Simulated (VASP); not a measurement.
AlNi: single point with PBEsol

AlNi:

```
Al Ni
1.0
     3.29149    0.00000    0.00000
     0.00000    3.29149    0.00000
     0.00000    0.00000    2.86217
Al Ni
1 1
Direct
  0.00000 0.00000 0.00000
  0.50000 0.50000 0.50000
```

This cell differs from its parent crystal: strain +0.1500 x Voigt [1, 1, 0, 0, 0, 0].

```json
{
 "Program": "VASP 6.6.1",
 "Task": "single point",
 "Functional": "PBEsol",
 "Potentials or basis": "VASP PAW PBE potentials, release 64 (Al, Ni)",
 "Cutoff": "520 eV",
 "k mesh": "20 × 20 × 20",
 "Occupations": "gaussian, width 0.15 eV",
 "Spin": "no spin polarisation",
 "Dipole correction": "no",
 "Further INCAR settings": "ALGO = Fast; EDIFF = 1e-06; NBANDS = 14"
}
```

* Pressure: -25.3 GPa

Stress tensor (GPa, compression positive):
```
-27.51   0.00   0.00
  0.00 -27.51   0.00
  0.00   0.00 -20.95
```

Levels at points of the mesh, in eV from the Fermi level:
| k point | band 5 | band 6 | band 7 | band 8 | band 9 | band 10 |
| --- | --- | --- | --- | --- | --- | --- |
| (0.00, 0.00, 0.00) | -0.99 | -0.99 | 3.21 | 3.21 | 6.48 | 6.78 |
| (0.50, 0.00, 0.00) | -1.25 | -0.95 | -0.75 | 7.16 | 7.21 | 7.33 |
| (0.50, 0.50, 0.00) | -1.18 | -1.18 | -0.88 | 0.33 | 0.84 | 11.76 |
| (0.00, 0.00, 0.50) | -1.76 | -1.17 | -0.07 | 7.94 | 7.94 | 8.06 |
| (0.50, 0.00, 0.50) | -1.58 | -1.53 | -0.75 | 1.58 | 1.65 | 8.96 |
| (0.50, 0.50, 0.50) | -0.65 | 1.80 | 2.23 | 2.23 | 2.30 | 2.61 |

Wall time 75 s on 1 thread of Intel(R) Xeon(R) 6975P-C (Granite Rapids), on a shared host, peak memory 0.41 GiB.

Caveat: the cell differs from its parent crystal (strain +0.1500 x Voigt [1, 1, 0, 0, 0, 0]); the PAW data sets were made with another functional, which shifts forces and pressure a little. Spin polarisation is off, so any magnetic state and its effect on volume and gap are missing.
